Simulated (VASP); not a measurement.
A run of VASP 6.6.1:

The input INCAR:

```
SYSTEM = ZrGe2Pd3
PREC     = Accurate       ! precision mode
ENCUT    = 630            ! plane-wave cutoff, eV
EDIFF    = 1E-6           ! SCF threshold, eV
ISMEAR   = 0              ! smearing method
SIGMA    = 0.2            ! smearing width, eV
LREAL    = .False.        ! projectors in reciprocal space
LASPH    = .True.         ! aspherical terms in the spheres
NELM     = 120            ! most SCF steps
ALGO     = Normal         ! electronic algorithm
ISIF     = 2              ! what is computed and relaxed
LWAVE    = .False.        ! write WAVECAR
LCHARG   = .False.        ! write CHGCAR
GGA      = PE             ! functional
NBANDS   = 56             ! bands
GGA_COMPAT= .False.
```

The input KPOINTS:

```
Automatic mesh
0
Gamma
  4 4 3
  0 0 0
```

Contents of POSCAR:

```
ZrGe2Pd3
1.0
    4.5061324162      0.0000000000      0.0000000000
   -2.2530662081      3.9024251452      0.0000000000
    0.0000000000      0.0000000000      9.9325721119
Zr Ge Pd
1 2 3
Direct
    0.0000000000      0.0000000000      0.0000000000
    0.3333333333      0.6666666667      0.5000000000
    0.6666666667      0.3333333333      0.5000000000
    0.0000000000      0.0000000000      0.2332138368
    0.0000000000      0.0000000000      0.7667861632
    0.0000000000      0.0000000000      0.5000000000
```

Potentials or basis: VASP PAW PBE potentials, release 64 (Zr_sv, Ge_d, Pd_sv_GW).

Launch:

```console
$ cat potpaw_PBE.64/Zr_sv/POTCAR potpaw_PBE.64/Ge_d/POTCAR potpaw_PBE.64/Pd_sv_GW/POTCAR > POTCAR
$ mpirun -np 1 vasp_std > vasp.out
```

Hardware: 1 thread of AMD EPYC 9R45 96-Core Processor (Zen 5), with other jobs on the host.

Q: Estimate the wall time of this run.

A: Wall time 110 s on 1 thread of AMD EPYC 9R45 96-Core Processor (Zen 5), with other jobs on the host, peak memory 0.38 GiB. Counts: scf iterations 18, k points 8.
